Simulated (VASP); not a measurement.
KCl (Sylvite), 2 atoms in the cell. It takes space group Fm-3m (No. 225, cubic). Conventional cell: a = 6.378 Å, b = 6.378 Å, c = 6.378 Å, α = 90.00°, β = 90.00°, γ = 90.00°. K (site symmetry m-3m) has 6 Cl at 3.19 Å within 4.2 Å. Within 4.2 Å of Cl (site symmetry m-3m) lie 6 K at 3.19 Å. 

* Program: VASP 6.6.1
* Task: relaxation of cell and atoms
* Functional: PBEsol
* Potentials or basis: VASP PAW PBE potentials, release 64 (K_sv, Cl)
* Cutoff: 600 eV
* k mesh: 6 × 6 × 6
* Occupations: fermi-dirac, width 0.02 eV
* Spin: no spin polarisation
* Dipole correction: no
* Further INCAR settings: ALGO = Normal; EDIFF = 1e-06; IBRION = 2; EDIFFG = -0.005; NSW = 80; ISIF = 3

Potentials or basis: VASP PAW PBE potentials, release 64 (K_sv, Cl).

The run is started by

```bash
$ cat potpaw_PBE.64/K_sv/POTCAR potpaw_PBE.64/Cl/POTCAR > POTCAR
$ mpirun -np 1 vasp_std > vasp.out
```

Hardware: 1 thread of Intel(R) Xeon(R) Platinum 8259CL CPU @ 2.50GHz (Skylake/Cascade Lake), on a shared host.

Question: Estimate the wall time of this run.

Answer: Wall time 41 s on 1 thread of Intel(R) Xeon(R) Platinum 8259CL CPU @ 2.50GHz (Skylake/Cascade Lake), on a shared host, peak memory 0.22 GiB. Counts: scf iterations 37, k points 16, ion steps 4.
